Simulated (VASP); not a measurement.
# AlRu (Pm-3m) in VASP: notebook, part 3 of 3

VASP 6.6.1.

### 5 Single point, revPBE

This run uses another cell than the first one, of 13.73 Å³/atom, 1.047 times its volume.

Input file INCAR:

```
SYSTEM = AlRu
PREC     = Accurate       ! precision mode
ENCUT    = 520            ! plane-wave cutoff, eV
EDIFF    = 1E-6           ! SCF threshold, eV
ISMEAR   = -1             ! smearing method
SIGMA    = 0.05           ! smearing width, eV
LREAL    = .False.        ! projectors in reciprocal space
LASPH    = .True.         ! aspherical terms in the spheres
NELM     = 60             ! most SCF steps
ALGO     = Normal         ! electronic algorithm
ISIF     = 2              ! what is computed and relaxed
LWAVE    = .False.        ! write WAVECAR
LCHARG   = .False.        ! write CHGCAR
GGA      = RE             ! functional
NBANDS   = 16             ! bands
```

Input file KPOINTS:

```
regular mesh
0
Gamma
  9 9 9
  0 0 0
```

Input file POSCAR:

```
AlRu
1.0
    3.0168879708      0.0000000000      0.0000000000
    0.0000000000      3.0168879708      0.0000000000
    0.0000000000      0.0000000000      3.0168879708
Ru Al
1 1
Direct
    0.5000000000      0.5000000000      0.5000000000
    0.0000000000      0.0000000000      0.0000000000
```

Potentials or basis: VASP PAW PBE potentials, release 64 (Ru_pv, Al).

Started as:

```
> cat potpaw_PBE.64/Ru_pv/POTCAR potpaw_PBE.64/Al/POTCAR > POTCAR
> mpirun -np 1 vasp_std > vasp.out
```

OUTCAR:

```text
SYSTEM = AlRu
   PREC = Accurate
   ENCUT = 520
   EDIFF = 1E-6
   ISMEAR = -1
   LREAL = .False.
   LASPH = .True.
   NELM = 60
   ISIF = 2
   GGA = RE

 ion  position               nearest neighbor table
   1  0.500  0.500  0.500-   2 2.61   2 2.61   2 2.61   2 2.61   2 2.61   2 2.61   2 2.61   2 2.61

   2  0.000  0.000  0.000-   1 2.61   1 2.61   1 2.61   1 2.61   1 2.61   1 2.61   1 2.61   1 2.61

  LATTYP: Found a simple cubic cell.
 ALAT       =     3.0168879708

  Lattice vectors:

[... 626 lines left out ...]
      3     -31.3513      2.00000
      4       4.7190      2.00000
      5       6.7646      2.00000
      6       7.9820      2.00000
[... 8 lines left out ...]
     15      23.2611      0.00000
     16      23.7996      0.00000

 [... further k-points ...]
[... 5 lines left out ...]
  --------------------------------------------------------------------------------------
  -------------------------------------------------------------------------------------
  Total       -0.0406190     -0.0406190     -0.0406190      0.0000000     -0.0000000      0.0000000
  in kB       -2.3700761     -2.3700761     -2.3700761      0.0000000     -0.0000000      0.0000000
  external PRESSURE =      -2.3700761 kB  Pullay stress =       0.0000000 kB

 VOLUME and BASIS-vectors are now :
 -----------------------------------------------------------------------------
  energy-cutoff  :      520.00
  volume of cell :       27.46
      direct lattice vectors                 reciprocal lattice vectors
     3.016887971  0.000000000  0.000000000     0.331467396  0.000000000  0.000000000
     0.000000000  3.016887971  0.000000000     0.000000000  0.331467396  0.000000000
     0.000000000  0.000000000  3.016887971     0.000000000  0.000000000  0.331467396

 POSITION                                       TOTAL-FORCE (eV/Angst)
 -----------------------------------------------------------------------------------
      1.50844      1.50844      1.50844         0.000000      0.000000      0.000000
      0.00000      0.00000      0.00000         0.000000      0.000000      0.000000
 -----------------------------------------------------------------------------------
    total drift:                                0.000000     -0.000000     -0.000000

  FREE ENERGIE OF THE ION-ELECTRON SYSTEM (eV)
  ---------------------------------------------------
  free  energy   TOTEN  =       -13.5580409904 eV

  energy  without entropy=      -13.5419865644  energy(sigma->0) =      -13.55001378
```

Run time: 10 s. Hardware: 1 thread of Intel Xeon Platinum 8375C at 2.90GHz (Ice Lake), shared host; peak memory 0.15 GiB.

Results:

```
Free energy : -13.5580 eV
Pressure    : -0.2 GPa
```

Caveat: the PAW data sets were made with another functional, which shifts forces and pressure a little.

### 6 Relaxation of cell and atoms, BLYP

This run uses another cell than the first one, of 13.39 Å³/atom, 1.020 times its volume.

Input file INCAR:

```
SYSTEM = AlRu
PREC     = Accurate       ! precision mode
ENCUT    = 600            ! plane-wave cutoff, eV
EDIFF    = 1E-6           ! SCF threshold, eV
ISMEAR   = -1             ! smearing method
SIGMA    = 0.05           ! smearing width, eV
LREAL    = .FALSE.        ! projectors in reciprocal space
LASPH    = .TRUE.         ! aspherical terms in the spheres
NELM     = 60             ! most SCF steps
ALGO     = Fast           ! electronic algorithm
ISIF     = 3              ! what is computed and relaxed
LWAVE    = .FALSE.        ! write WAVECAR
LCHARG   = .FALSE.        ! write CHGCAR
GGA      = B5             ! functional
ALDAX    = 1.0          
AGGAX    = 1.0          
AGGAC    = 1.0          
ALDAC    = 0.0          
IBRION   = 2              ! ionic algorithm
NSW      = 60             ! ionic steps
EDIFFG   = -0.01          ! ionic threshold
```

Input file KPOINTS:

```
regular mesh
0
G
  9 9 9
  0 0 0
```

Input file POSCAR:

```
AlRu
1.0
    2.9916000000      0.0000000000      0.0000000000
    0.0000000000      2.9916000000      0.0000000000
    0.0000000000      0.0000000000      2.9916000000
Ru Al
1 1
Direct
    0.5000000000      0.5000000000      0.5000000000
    0.0000000000      0.0000000000      0.0000000000
```

Potentials or basis: VASP PAW PBE potentials, release 64 (Ru_pv, Al).

Started as:

```
> cat potpaw_PBE.64/Ru_pv/POTCAR potpaw_PBE.64/Al/POTCAR > POTCAR
> mpirun -np 1 vasp_std > vasp.out
```

OUTCAR:

```text
SYSTEM = AlRu
   PREC = Accurate
   ENCUT = 600
   EDIFF = 1E-6
   ISMEAR = -1
   LREAL = .FALSE.
   LASPH = .TRUE.
   NELM = 60
   ISIF = 3
   GGA = B5
   IBRION = 2
   NSW = 60
   EDIFFG = -0.01

 ion  position               nearest neighbor table
   1  0.500  0.500  0.500-   2 2.59   2 2.59   2 2.59   2 2.59   2 2.59   2 2.59   2 2.59   2 2.59

   2  0.000  0.000  0.000-   1 2.59   1 2.59   1 2.59   1 2.59   1 2.59   1 2.59   1 2.59   1 2.59

  LATTYP: Found a simple cubic cell.
 ALAT       =     2.9916000000

  Lattice vectors:

 A1 = (   2.9916000000,   0.0000000000,   0.0000000000)
 A2 = (   0.0000000000,   2.9916000000,   0.0000000000)
 A3 = (   0.0000000000,   0.0000000000,   2.9916000000)

Analysis of symmetry for initial positions (statically):
=====================================================================
 Subroutine PRICEL returns:
 Original cell was already a primitive cell.

 Routine SETGRP: Setting up the symmetry group for a
 simple cubic supercell.

 Subroutine GETGRP returns: Found 48 space group operations
[... 9 lines left out ...]

 Routine SETGRP: Setting up the symmetry group for a
 simple cubic supercell.

 Subroutine GETGRP returns: Found 48 space group operations
[... 11 lines left out ...]
                                     Primitive cell

  volume of cell :      26.7738

  direct lattice vectors                    reciprocal lattice vectors
     2.991600000  0.000000000  0.000000000     0.334269287  0.000000000  0.000000000
[... 144 lines left out ...]
  Total        1.6163242      1.6163242      1.6163242      0.0000000      0.0000000     -0.0000000
  in kB       96.7227138     96.7227138     96.7227138      0.0000000      0.0000000     -0.0000000
  external PRESSURE =      96.7227138 kB  Pullay stress =       0.0000000 kB
[... 23 lines left out ...]
--------------------------------------- Ionic step        2  -------------------------------------------

 number of electron      17.0000001 magnetization

 E-fermi :   9.6397     XC(G=0): -11.4082

 val. band max:        9.6083336287   @ k =   0.4444   0.1111   0.1111
 cond. band min:       9.6566211284   @ k =   0.4444   0.4444   0.1111
 fundamental gap:      0.0482874997
 Fermi energy:         9.6396860776

 k-point     1 :       0.0000    0.0000    0.0000
  band No.  band energies     occupation
      1     -31.8943      2.00000
      2     -31.8943      2.00000
      3     -31.8943      2.00000
      4       0.7625      2.00000
      5       6.7585      2.00000
      6       6.7585      2.00000
      7       9.7955      0.08495
      8       9.7955      0.08495
      9       9.7955      0.08495
     10      15.2377      0.00000
     11      15.2377      0.00000
     12      15.2377      0.00000
[... 416 lines left out ...]
--------------------------------------- Ionic step        4  -------------------------------------------

 number of electron      17.0000003 magnetization

 Free energy of the ion-electron system (eV)
  ---------------------------------------------------
  ext. energy  EPLUGINS =         0.00000000
  ---------------------------------------------------
  free energy    TOTEN  =       -11.96286574 eV

  energy without entropy =      -11.94552086  energy(sigma->0) =      -11.95419330

 E-fermi :  10.5212     XC(G=0): -11.7370

 val. band max:       10.4897420931   @ k =   0.4444   0.1111   0.1111
 cond. band min:      10.5347580649   @ k =   0.4444   0.4444   0.1111
 fundamental gap:      0.0450159718
 Fermi energy:        10.5212474352

 k-point     1 :       0.0000    0.0000    0.0000
  band No.  band energies     occupation
      1     -31.0286      2.00000
      2     -31.0286      2.00000
      3     -31.0286      2.00000
      4       1.2778      2.00000
      5       7.3225      2.00000
      6       7.3225      2.00000
      7      10.7025      0.05194
      8      10.7025      0.05194
      9      10.7025      0.05194
     10      16.4403      0.00000
     11      16.4403      0.00000
     12      16.4403      0.00000
[... 374 lines left out ...]
  FREE ENERGIE OF THE ION-ELECTRON SYSTEM (eV)
  ---------------------------------------------------
  free  energy   TOTEN  =       -11.9628657432 eV

  energy  without entropy=      -11.9455208573  energy(sigma->0) =      -11.95419330

 reached required accuracy - stopping structural energy minimisation
```

OSZICAR:

```text
N       E                     dE             d eps       ncg     rms          rms(c)
DAV:   1     0.129751401779E+03    0.12975E+03   -0.10382E+04   840   0.149E+03
DAV:   2    -0.999249121734E+01   -0.13974E+03   -0.13402E+03   884   0.372E+02
DAV:   3    -0.124474650954E+02   -0.24550E+01   -0.24058E+01   984   0.512E+01
[... 41 lines left out ...]
RMM:   2    -0.119629310178E+02    0.34939E-03   -0.24653E-03   840   0.479E-01    0.761E-02
RMM:   3    -0.119628656762E+02    0.65342E-04   -0.19671E-04   840   0.143E-01    0.163E-02
RMM:   4    -0.119628669002E+02   -0.12240E-05   -0.31192E-05   735   0.368E-02    0.711E-03
RMM:   5    -0.119628657138E+02    0.11864E-05   -0.27289E-06   580   0.156E-02    0.228E-03
RMM:   6    -0.119628657432E+02   -0.29359E-07   -0.62672E-07   500   0.626E-03
   4 F= -.11962866E+02 E0= -.11954193E+02  d E =-.377507E-01
```

CONTCAR:

```text
AlRu
   1.00000000000000
     3.0393872066783265    0.0000000000000000   -0.0000000000000000
     0.0000000000000000    3.0393872066783265    0.0000000000000000
    -0.0000000000000000    0.0000000000000000    3.0393872066783265
  Ru              Al
     1     1
Direct
     0.5000000000000000    0.5000000000000000    0.5000000000000000
     0.0000000000000000    0.0000000000000000    0.0000000000000000

  0.00000000E+00  0.00000000E+00  0.00000000E+00
  0.00000000E+00  0.00000000E+00  0.00000000E+00
```

Wall time 56 s (1 thread of Intel Xeon Platinum 8375C at 2.90GHz (Ice Lake), shared host); peak memory 0.15 GiB.

Results:

| Property | Result |
| --- | --- |
| Free energy | -11.9629 eV |
| Relaxed volume | 14.04 Å³/atom |
| Relaxed cell | a = 3.039 Å, b = 3.039 Å, c = 3.039 Å, α = 90.00°, β = 90.00°, γ = 90.00° |
| Space group after relaxing (to 0.05 Å) | Pm-3m (No. 221) |
| Energy gained by relaxing | 18.9 meV/atom |
| Ionic steps | 4 |
| Pressure after relaxing | 0.0 GPa |

Step by step:
```tsv
step	energy change (eV)	largest force (eV/Å)	pressure (GPa)	volume (Å³)
1	0.0000	0.0000	9.67	26.77
2	0.0305	0.0000	-10.64	30.03
3	-0.0377	0.0000	-0.20	28.11
4	-0.0378	0.0000	-0.02	28.08
```

Final structure:
```cif
data_structure
_symmetry_space_group_name_H-M 'P 1'
_symmetry_Int_Tables_number 1
_cell_length_a 3.0394
_cell_length_b 3.0394
_cell_length_c 3.0394
_cell_angle_alpha 90.000
_cell_angle_beta 90.000
_cell_angle_gamma 90.000
_cell_volume 28.08
loop_
_atom_site_label
_atom_site_type_symbol
_atom_site_fract_x
_atom_site_fract_y
_atom_site_fract_z
_atom_site_occupancy
Ru1 Ru 0.50000 0.50000 0.50000 1
Al1 Al 0.00000 0.00000 0.00000 1
```

Levels at points of the mesh, in eV from the Fermi level:
```csv
k point,band 6,band 7,band 8,band 9,band 10,band 11,band 12
"(0.00, 0.00, 0.00)",-3.20,0.18,0.18,0.18,5.92,5.92,5.92
```

Caveat: the PAW data sets were made with another functional, which shifts forces and pressure a little. BLYP gives volumes clearly too large for solids.

### 7 Summary

| task | level | cell | cutoff (eV) | gap on the mesh (eV) | pressure (GPa) |
| --- | --- | --- | --- | --- | --- |
| single point | PBE | a = 2.972 Å, 2 atoms | 520 | none | 7.0 |
| single point | PBEsol | a = 2.972 Å, 2 atoms | 520 | none | 1.1 |
| single point | PBEsol | a = 3.011 Å, 2 atoms | 520 | none | -7.2 |
| single point | revPBE | a = 3.017 Å, 2 atoms | 520 | none | -0.2 |
| relaxation of cell and atoms | BLYP | relaxed from a = 2.992 Å, 2 atoms | 600 | none | 0.0 |

Alike in all rows: potentials or basis VASP PAW PBE potentials, release 64 (Ru_pv, Al); no spin polarisation; k mesh 9 × 9 × 9; smearing fermi-dirac 0.05 eV.

Caveats: the PAW data sets were made with another functional, which shifts forces and pressure a little (some runs).

Total energies depend on the potentials used, so only differences within one code and one set of settings carry meaning.
